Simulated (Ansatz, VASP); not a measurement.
# One calculation of ScCdF3, two programs

```
CELL_PARAMETERS angstrom
3.32452 0.00000 0.00000
-1.66226 2.87912 0.00000
0.00000 0.00000 7.87539
ATOMIC_POSITIONS crystal
Sc 0.00000 0.00000 0.00000
Cd 0.00000 0.00000 0.50000
F 0.50000 0.00000 0.00000
F 0.00000 0.50000 0.00000
F 0.50000 0.50000 0.00000
```

Alike in both runs: task relaxation of cell and atoms; functional PBE; k mesh 6 × 6 × 2; occupations gaussian, width 0.1 eV; no spin polarisation.

```csv
,VASP,Ansatz
version,VASP 6.6.1,Ansatz 0.2.0
potentials or method,"VASP PAW PBE potentials, release 64 (Sc_sv, Cd, F), cutoff 600 eV","scalar-relativistic, plane waves, PAW"
valence electrons in the cell,44,52
```

Ansatz gave:

| Property | Result |
| --- | --- |
| gap on the k mesh at the Fermi level, each at its own relaxed structure (eV) | none |
| relaxed volume (Å³/atom) | 22.05 |
| relaxed length of the cell vector where the two differ most in proportion (Å) | 4.418 |

Which values does VASP return?

gap on the k mesh at the Fermi level, each at its own relaxed structure (eV): none; relaxed volume (Å³/atom): 20.62; relaxed length of the cell vector where the two differ most in proportion (Å): 4.297.

A gap of «none» marks a metal or a gap that the smearing closes. One of these differences is far larger than is usual between the two programs; its cause wasn't traced. VASP's potentials hold 44 valence electrons a cell and Ansatz's 52, so a difference there can come from the potentials and not from the codes.

The k mesh is coarse, so the values compare programs but aren't converged. Noted on VASP's run: the volume moved by over 15 % at a fixed basis, so the end points are rough.
